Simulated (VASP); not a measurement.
Pt, 2 atoms in the cell. The structure is orthorhombic, space group Cmcm (No. 63). The conventional cell has a = 2.621 Å, b = 5.256 Å, c = 4.781 Å, α = 90.00°, β = 90.00°, γ = 90.00°. Pt (site symmetry m2m) has 12 Pt at 2.62 to 2.96 Å within 3.5 Å.  This cell differs from its parent crystal: normal strain along x -0.0500, normal strain along y +0.1000.

| Item | Value |
| --- | --- |
| Program | VASP 6.6.1 |
| Task | single point |
| Functional | PBE |
| Potentials or basis | VASP PAW PBE potentials, release 64 (Pt) |
| Cutoff | 520 eV |
| k mesh | 18 × 18 × 10 |
| Occupations | gaussian, width 0.15 eV |
| Spin | no spin polarisation |
| Dipole correction | no |
| Further INCAR settings | ALGO = Fast; EDIFF = 1e-06; NBANDS = 17 |

Potentials or basis: VASP PAW PBE potentials, release 64 (Pt).

Launch:

```console
$ cat potpaw_PBE.64/Pt/POTCAR > POTCAR
$ mpirun -np 1 vasp_std > vasp.out
```

Hardware: 1 thread of Intel Xeon 8259CL, with other jobs on the host.

Task: Estimate the wall time of this run.

Result: Run time: 5.8 min on 1 thread of Intel Xeon 8259CL, with other jobs on the host, peak memory 0.35 GiB. Counts: scf iterations 12, k points 546.
